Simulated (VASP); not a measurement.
Set up this calculation in VASP 6.6.1, as the native input.

```yaml
Task: single point
Functional: PBE
Potentials_or_basis: VASP PAW PBE potentials, release 64 (Bi_d, Te)
Cutoff: 520 eV
k_mesh: 7 × 7 × 7
Occupations: fermi-dirac, width 0.08 eV
Spin: no spin polarisation
Dipole_correction: no
Further_INCAR_settings: ALGO = Normal; EDIFF = 1e-06; NBANDS = 32
```

The structure of Bi2Te3 lies in POSCAR:

```
Bi2Te3
1.0
    2.1491405472      1.2408068734     10.1656700000
   -2.1491405472      1.2408068734     10.1656700000
    0.0000000000     -2.4816137469     10.1656700000
Bi Te
2 3
Direct
    0.4000000000      0.4000000000      0.4000000000
    0.6000000000      0.6000000000      0.6000000000
    0.0000000000      0.0000000000      0.0000000000
    0.2095000000      0.2095000000      0.2095000000
    0.7905000000      0.7905000000      0.7905000000
```

This cell differs from its parent crystal: equal xx and yy strain of -2 %.

The input as run:

INCAR

```
PREC = Accurate ; ENCUT = 520
EDIFF = 1E-6 ; ISMEAR = -1
SIGMA = 0.08 ; LREAL = False
LASPH = True ; NELM = 100
ALGO = Normal ; ISIF = 2
LWAVE = False ; LCHARG = False
GGA = PE ; NBANDS = 32
```

KPOINTS

```
regular mesh
0
Gamma
  7 7 7
```

Potentials or basis: VASP PAW PBE potentials, release 64 (Bi_d, Te).

The run is started by

```sh
$ cat potpaw_PBE.64/Bi_d/POTCAR potpaw_PBE.64/Te/POTCAR > POTCAR
$ mpirun -np 1 vasp_std > vasp.out
```

Results of the run:

```json
{"Pressure": "4.3 GPa", "Largest force": "0.193 eV/Å", "Band gap on the k mesh": "0.32 eV"}
```

Caveat: the cell differs from its parent crystal (equal xx and yy strain of -2 %); the cell stands under pressure; spin-orbit coupling is left out, which moves the levels of the heavy elements.

Wall time 14 min on 1 thread of Intel(R) Xeon(R) Platinum 8559C (Emerald Rapids) (shared host), peak memory 0.99 GiB.
